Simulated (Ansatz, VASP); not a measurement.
# Ge: VASP beside Ansatz

```
Ge
1.0
     2.71047    0.00000    0.00000
     0.00000    2.71047    0.00000
     0.00000    0.00000    2.71047
Ge
1
Cartesian
  0.0000 0.0000 0.0000
```

Alike in both runs: task relaxation of cell and atoms; functional PBEsol-based screened hybrid with a share of 0.25 of exact exchange and HFSCREEN = 0.207; k mesh 5 × 5 × 5; occupations fermi-dirac, width 0.05 eV; no spin polarisation.

|  | VASP | Ansatz |
| --- | --- | --- |
| version | VASP 6.6.1 | Ansatz 0.2.0 |
| potentials or method | VASP PAW PBE potentials, release 64 (Ge_d) | Ansatz PAW |
| plane-wave cutoff (eV) | 600 | 420 |
| valence electrons in the cell | 14 | 14 |

```tsv
	VASP	Ansatz	Ansatz less VASP
gap on the k mesh at the Fermi level, each at its own relaxed structure (eV)	none	none	-
relaxed volume (Å³/atom)	19.09	19.06	-0.027
relaxed length of the cell vector where the two differ most in proportion (Å)	2.672	2.671	-0.0013
```

VASP's potentials were made for PBE, not for PBEsol-based screened hybrid. A gap of «none» marks a metal or a gap that the smearing closes.

The k mesh is coarse, so the values compare programs but aren't converged. Noted on Ansatz's run: the plane-wave basis is chosen anew once the cell has moved, so the energies of steps on either side of that aren't comparable.
